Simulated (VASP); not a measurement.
# Hf5C3 (P6/mmm) in VASP: further runs, part 2 of 2

VASP 6.6.1. Earlier steps stand in the parts before.

### 4 Single point, PBE

This run uses another cell than the first one, of 19.11 Å³/atom.

Contents of INCAR:

```
SYSTEM = Hf5C3
PREC = Accurate
ENCUT = 520
EDIFF = 1E-7
ISMEAR = 0
SIGMA = 0.2
LREAL = .False.
LASPH = .True.
NELM = 100
ALGO = Normal
ISIF = 2
LWAVE = .False.
LCHARG = .False.
GGA = PE
NBANDS = 41
```

Contents of KPOINTS:

```
Automatic mesh
0
Gamma
  4 4 3
  0 0 0
```

Contents of POSCAR:

```
Hf5C3
1.0
    5.0187158002     -0.0000000029      0.0000000000
   -2.5093578976      4.3463353788      0.0000000000
    0.0000000000      0.0000000000      7.0103538658
Hf C
5 3
Direct
    0.3333333333      0.6666666667      0.2029817012
    0.3333333333      0.6666666667      0.7970182988
    0.6666666667      0.3333333333      0.7970182988
    0.6666666667      0.3333333333      0.2029817012
    0.0000000000      0.0000000000      0.0000000000
    0.0000000000      0.0000000000      0.5000000000
    0.3333333333      0.6666666667      0.5000000000
    0.6666666667      0.3333333333      0.5000000000
```

Potentials or basis: VASP PAW PBE potentials, release 64 (Hf_pv, C).

Run with:

```console
$ cat potpaw_PBE.64/Hf_pv/POTCAR potpaw_PBE.64/C/POTCAR > POTCAR
$ mpirun -np 1 vasp_std > vasp.out
```

OUTCAR:

```text
SYSTEM = Hf5C3
   PREC = Accurate
   ENCUT = 520
   EDIFF = 1E-7
   ISMEAR = 0
   LREAL = .False.
   LASPH = .True.
   NELM = 100
   ISIF = 2
   GGA = PE

 ion  position               nearest neighbor table
   1  0.333  0.667  0.203-   7 2.08   2 2.85   4 2.90   4 2.90   4 2.90   5 3.23   5 3.23   5 3.23

   2  0.333  0.667  0.797-   7 2.08   1 2.85   3 2.90   3 2.90   3 2.90   5 3.23   5 3.23   5 3.23

   3  0.667  0.333  0.797-   8 2.08   4 2.85   2 2.90   2 2.90   2 2.90   5 3.23   5 3.23   5 3.23

   4  0.667  0.333  0.203-   8 2.08   3 2.85   1 2.90   1 2.90   1 2.90   5 3.23   5 3.23   5 3.23

   5  0.000  0.000  0.000-   1 3.23   2 3.23   3 3.23   4 3.23   3 3.23   4 3.23   1 3.23   2 3.23
                             3 3.23   4 3.23   1 3.23   2 3.23
   6  0.000  0.000  0.500-
   7  0.333  0.667  0.500-   1 2.08   2 2.08
   8  0.667  0.333  0.500-   3 2.08   4 2.08

  LATTYP: Found a hexagonal cell.
 ALAT       =     5.0187158002
 C/A-ratio  =     1.3968421694

  Lattice vectors:

 A1 = (   5.0187158002,  -0.0000000029,   0.0000000000)
 A2 = (  -2.5093578976,   4.3463353788,   0.0000000000)
 A3 = (   0.0000000000,   0.0000000000,   7.0103538658)

Analysis of symmetry for initial positions (statically):
=====================================================================
 Subroutine PRICEL returns:
 Original cell was already a primitive cell.

 Routine SETGRP: Setting up the symmetry group for a
 hexagonal supercell.

 Subroutine GETGRP returns: Found 24 space group operations
 (whereof 24 operations were pure point group operations)
 out of a pool of 24 trial point group operations.

The static configuration has the point symmetry D_6h.

Analysis of symmetry for dynamics (positions and initial velocities):
=====================================================================
 Subroutine PRICEL returns:
 Original cell was already a primitive cell.

 Routine SETGRP: Setting up the symmetry group for a
 hexagonal supercell.

 Subroutine GETGRP returns: Found 24 space group operations
 (whereof 24 operations were pure point group operations)
 out of a pool of 24 trial point group operations.

The dynamic configuration has the point symmetry D_6h.

 Subroutine INISYM returns: Found 24 space group operations
 (whereof 24 operations are pure point group operations),
 and found     1 'primitive' translations

----------------------------------------------------------------------------------------

                                     Primitive cell

  volume of cell :     152.9170

  direct lattice vectors                    reciprocal lattice vectors
     5.018715800 -0.000000003  0.000000000     0.199254160  0.115039443  0.000000000
    -2.509357898  4.346335379  0.000000000     0.000000000  0.230078886  0.000000000
     0.000000000  0.000000000  7.010353866     0.000000000  0.000000000  0.142646152

  length of vectors
     5.018715800  5.018715800  7.010353866     0.230078886  0.230078886  0.142646152

  position of ions in fractional coordinates (direct lattice)
     0.333333333  0.666666667  0.202981701
     0.333333333  0.666666667  0.797018299
     0.666666667  0.333333333  0.797018299
     0.666666667  0.333333333  0.202981701
     0.000000000  0.000000000  0.000000000
[... 46 lines left out ...]
  0.250000  0.250000  0.000000      6.000000
  0.000000  0.000000  0.333333      2.000000
  0.250000 -0.000000  0.333333     12.000000
  0.500000 -0.000000  0.333333      6.000000
  0.250000  0.250000  0.333333     12.000000
   k-points           NKPTS =      8   k-points in BZ     NKDIM =      8   number of bands    NBANDS=     41
   number of dos      NEDOS =    301   number of ions     NIONS =      8
   total plane-waves  NPLWV =  86400
   dimension x,y,z NGX =    40 NGY =   40 NGZ =   54
   dimension x,y,z NGXF=    80 NGYF=   80 NGZF=  108
   ions per type =               5   3
   NGX,Y,Z   is equivalent  to a cutoff of  13.25, 13.25, 12.81 a.u.
   NGXF,Y,Z  is equivalent  to a cutoff of  26.50, 26.50, 25.61 a.u.
 SYSTEM =  Hf5C3
   PREC   = accura    normal or accurate (medium, high low for compatibility)
   ISTART =      0    job   : 0-new  1-cont  2-samecut
   ICHARG =      2    charge: 1-file 2-atom 10-const
   ISPIN  =      1    spin polarized calculation?
   LNONCOLLINEAR =      F non collinear calculations
   LSORBIT =      F    spin-orbit coupling
   LASPH  =      T    aspherical Exc in radial PAW
   ENCUT  =  520.0 eV  38.22 Ry    6.18 a.u.   9.33  9.33 13.03*2*pi/ulx,y,z
   NELM   =    100;   NELMIN=  2; NELMDL= -5     # of ELM steps
   EDIFF  = 0.1E-06   stopping-criterion for ELM
   LREAL  =      F    real-space projection
   EDIFFG = 0.1E-05   stopping-criterion for IOM
   NSW    =      0    number of steps for IOM
   IBRION =     -1    ionic relax: 0-MD 1-quasi-New 2-CG
   NFREE  =      0    steps in history (QN), initial steepest desc. (CG)
   ISIF   =      2    stress and relaxation
   ISYM   =      2    0-nonsym 1-usesym 2-fastsym
   POTIM  = 0.5000    time-step for ionic-motion
   TEBEG  =    0.0;   TEEND  =   0.0 temperature during run
   PSTRESS=    0.0 pullay stress
   NELECT =      62.0000    total number of electrons
   NUPDOWN=      -1.0000    fix difference up-down
   EMIN   =  10.00;   EMAX   =-10.00  energy-range for DOS
   EFERMI =   0.00;   METHOD = LEGACY
   ISMEAR =     0;   SIGMA  =   0.20  broadening in eV -4-tet -1-fermi 0-gaus
   EFERMI_NEDOS =   21; number of points for ismear=-14 and -15
   IALGO  =     38    algorithm
   IMIX   =      4    mixing-type and parameters
     AMIX     =   0.40;   BMIX     =  1.00
     AMIX_MAG =   1.60;   BMIX_MAG =  1.00
  volume/ion in A,a.u.               =      19.11       128.99
  Fermi-wavevector in a.u.,A,eV,Ry     =   1.211677  2.289737 19.975539  1.468161
  Thomas-Fermi vector in A             =   2.347185
   LORBIT       =      0    0 simple, 1 ext, 2 COOP (PROOUT), +10 PAW based schemes
   GGA     = PE    functional components
   LHFCALC =     F    Hartree Fock is set to
   AEXX    =    0.0000 exact exchange contribution
   IVDW    =     0    specifies the selected vdW correction
   LEPSILON=     F    determine dielectric tensor
   LRPA    =     F    only Hartree local field effects (RPA)
 non-spin polarized calculation
 Gauss-broadening in eV      SIGMA  =   0.20
  energy-cutoff  :      520.00
  volume of cell :      152.92
 maximum number of plane-waves:      4130
 NGX is ok and might be reduce to    40
   NGX = 19   NGY = 19   NGZ = 27

 number of electron      62.0000002 magnetization

 Free energy of the ion-electron system (eV)
  ---------------------------------------------------
  ext. energy  EPLUGINS =         0.00000000
  ---------------------------------------------------
  free energy    TOTEN  =       -63.91548644 eV

  energy without entropy =      -63.77577401  energy(sigma->0) =      -63.84563022

 E-fermi :   3.5256     XC(G=0): -10.7256

 val. band max:        3.5149462348   @ k =   0.0000   0.0000   0.3333
 cond. band min:       3.5292224463   @ k =   0.5000  -0.0000   0.0000
 fundamental gap:      0.0142762115
 Fermi energy:         3.5255564505

 k-point     1 :       0.0000    0.0000    0.0000
  band No.  band energies     occupation
      1     -27.1092      2.00000
      2     -27.0278      2.00000
      3     -27.0278      2.00000
      4     -26.9346      2.00000
      5     -26.9346      2.00000
      6     -26.9138      2.00000
[... 341 lines left out ...]
     40       5.9529      0.00000
     41       6.0639      0.00000

------------------------ aborting loop because EDIFF is reached ----------------------------------------

  FORCE on cell =-STRESS in cart. coord.  units (eV):
  Direction    XX          YY          ZZ          XY          YZ          ZX
  --------------------------------------------------------------------------------------
  -------------------------------------------------------------------------------------
  Total        0.0684616      0.0684616      0.4137163     -0.0000000      0.0000000     -0.0000000
  in kB        0.7173014      0.7173014      4.3346840     -0.0000000      0.0000000     -0.0000000
  external PRESSURE =       1.9230956 kB  Pullay stress =       0.0000000 kB

 VOLUME and BASIS-vectors are now :
 -----------------------------------------------------------------------------
  energy-cutoff  :      520.00
  volume of cell :      152.92
      direct lattice vectors                 reciprocal lattice vectors
     5.018715800 -0.000000003  0.000000000     0.199254160  0.115039443  0.000000000
    -2.509357898  4.346335379  0.000000000     0.000000000  0.230078886  0.000000000
     0.000000000  0.000000000  7.010353866     0.000000000  0.000000000  0.142646152

 POSITION                                       TOTAL-FORCE (eV/Angst)
 -----------------------------------------------------------------------------------
      0.00000      2.89756      1.42297        -0.000000      0.000000     -0.022835
      0.00000      2.89756      5.58738        -0.000000      0.000000      0.022835
      2.50936      1.44878      5.58738         0.000000     -0.000000      0.022835
      2.50936      1.44878      1.42297         0.000000     -0.000000     -0.022835
      0.00000      0.00000      0.00000        -0.000000     -0.000000      0.000000
      0.00000      0.00000      3.50518        -0.000000     -0.000000      0.000000
      0.00000      2.89756      3.50518         0.000000     -0.000000      0.000000
      2.50936      1.44878      3.50518        -0.000000     -0.000000      0.000000
 -----------------------------------------------------------------------------------
    total drift:                                0.000000     -0.000000      0.000000

  FREE ENERGIE OF THE ION-ELECTRON SYSTEM (eV)
  ---------------------------------------------------
  free  energy   TOTEN  =       -63.9154864402 eV

  energy  without entropy=      -63.7757740095  energy(sigma->0) =      -63.84563022
```

Run time: 43 s. Hardware: 1 thread of Intel Xeon 6975P-C (Granite Rapids), shared host; peak memory 0.29 GiB.

What came out:

| Property | Result |
| --- | --- |
| Free energy | -63.9155 eV |
| Pressure | 0.2 GPa |
| Largest force | 0.023 eV/Å |
| Band gap on the k mesh | zero (bands 31 and 32 overlap by 0.19 eV) |

Forces in eV/Å, atoms in the order of the input:
```
Hf   0.000  0.000 -0.023
Hf   0.000  0.000  0.023
Hf   0.000  0.000  0.023
Hf   0.000  0.000 -0.023
Hf   0.000  0.000  0.000
C    0.000  0.000  0.000
C    0.000  0.000  0.000
C    0.000  0.000  0.000
```

Caveat: the k points lie up to 0.36 Å⁻¹ apart; spin-orbit coupling is left out, which moves the levels of the heavy elements.

### 5 The runs side by side

| cell | k mesh | gap on the mesh (eV) | pressure (GPa) | largest force (eV/Å) |
| --- | --- | --- | --- | --- |
| a = 4.714, b = 4.714, c = 6.989 Å, angles 90.0, 90.0, 120.0°, 8 atoms, atomic positions A | 4 × 4 × 2 | none | -0.3 | 0.01 |
| a = 4.888, b = 4.888, c = 6.809 Å, angles 90.0, 90.0, 120.0°, 8 atoms, atomic positions B | 4 × 4 × 2 | none | -0.3 | 0.01 |
| a = 5.019, b = 5.019, c = 7.010 Å, angles 90.0, 90.0, 120.0°, 8 atoms, atomic positions C | 4 × 4 × 3 | none | 0.2 | 0.02 |

Alike in all rows: task single point; level PBE; potentials or basis VASP PAW PBE potentials, release 64 (Hf_pv, C); no spin polarisation; cutoff (eV) 520; smearing gaussian 0.2 eV.

Caveats: all runs use coarse meshes; spin-orbit coupling is left out, which moves the levels of the heavy elements.

Total energies depend on the potentials used, so only differences within one code and one set of settings carry meaning.
